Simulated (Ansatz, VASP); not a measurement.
**Pb: VASP beside Ansatz**

```
Pb
1.0
     0.00000    3.46742    3.46742
     3.46742    0.00000    3.46742
     3.46742    3.46742    0.00000
Pb
2
Cartesian
  0.0000 0.0000 0.0000
  1.7337 1.7337 1.7337
```

Change from the starting cell: volume scaled by 1.025, PAW files.

Alike in both runs: task electric field gradients; functional LDA; k mesh 8 × 8 × 8; occupations fermi-dirac, width 0.05 eV; no spin polarisation.

|  | VASP | Ansatz |
| --- | --- | --- |
| version | VASP 6.6.1 | Ansatz 0.2.0 |
| potentials or method | VASP PAW LDA potentials, release 64 (Pb_d) | PAW with Ansatz's default frozen-core files, scalar-relativistic |
| plane-wave cutoff (eV) | 520 | 420 |
| valence electrons in the cell | 28 | 28 |

|  | VASP | Ansatz | Ansatz less VASP |
| --- | --- | --- | --- |
| pressure (GPa) | -1.4 | -1.4 | -0.02 |

LDA's correlation is that of Perdew and Zunger in VASP and of Perdew and Wang (1992) in Ansatz.

Neither program's run includes spin-orbit coupling.
